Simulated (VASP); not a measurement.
A run of VASP 6.6.1 is set up as follows.

The input INCAR:

```
ALGO = Normal ; EDIFF = 1E-6
ENCUT = 520 ; GGA = PS
ISIF = 2 ; ISMEAR = 0
LASPH = True ; LCHARG = False
LREAL = Auto ; LWAVE = False
NBANDS = 53 ; NELM = 80
PREC = Accurate ; SIGMA = 0.05
```

The input KPOINTS:

```
k-points
0
Gamma
  2 2 2
```

Contents of POSCAR:

```
Si16Ge
1.0
    0.0000000000      5.4300000000      5.4300000000
    5.4300000000      0.0000000000      5.4300000000
    5.4300000000      5.4300000000      0.0000000000
Si Ge
16 1
Direct
   -0.0046943856      0.0046709476      0.0040087033
    0.1270985330      0.1243423125      0.1238997034
   -0.0047331700      0.0045064109      0.4953074724
    0.1208358342      0.1366431046      0.6208993724
   -0.0047362401      0.4957007495      0.0039878899
    0.1207099437      0.6215768187      0.1357852839
   -0.0006357915      0.5003343653      0.4994474844
    0.1208000567      0.6212052911      0.6208478161
    0.4998044582      0.0000890617     -0.0001660556
    0.6239336860      0.1245391262      0.1239866108
    0.5039451436      0.0046700068      0.4953602104
    0.6238586802      0.1243475608      0.6271271352
    0.5038804193      0.4959623246      0.0039437685
    0.6238959452      0.6273658649      0.1239438212
    0.5039321652      0.4957050885      0.4953101008
    0.6357039860      0.6215778118      0.6207750189
    0.2493522359      0.7503422545      0.7494389639
```

Potentials or basis: VASP PAW PBE potentials, release 64 (Si, Ge_d).

Launch:

```bash
$ cat potpaw_PBE.64/Si/POTCAR potpaw_PBE.64/Ge_d/POTCAR > POTCAR
$ mpirun -np 1 vasp_std > vasp.out
```

Question: Estimate the pressure.

Answer: 4.7 GPa.

Question: Predict the band gap on the k mesh.

Answer: Zero (bands 39 and 40 overlap by 0.31 eV).

Forces in eV/Å, atoms in the order of the input:
```
Si   0.000 -0.002 -0.001
Si   0.001  0.000  0.000
Si   0.000 -0.001  0.000
Si  -0.002  0.001 -0.002
Si   0.000 -0.001  0.000
Si  -0.002  0.001  0.003
Si   0.000  0.004  0.001
Si   0.001  0.000  0.001
Si   0.000  0.001  0.000
Si  -0.001 -0.002 -0.001
Si   0.000 -0.002  0.000
Si  -0.001  0.000  0.001
Si  -0.001 -0.002  0.000
Si   0.000 -0.001  0.000
Si   0.000  0.000  0.000
Si   0.003  0.001 -0.002
Ge   0.000  0.002  0.001
```

Caveat: the k points lie up to 0.50 Å⁻¹ apart; the PAW data sets were made with another functional, which shifts forces and pressure a little.
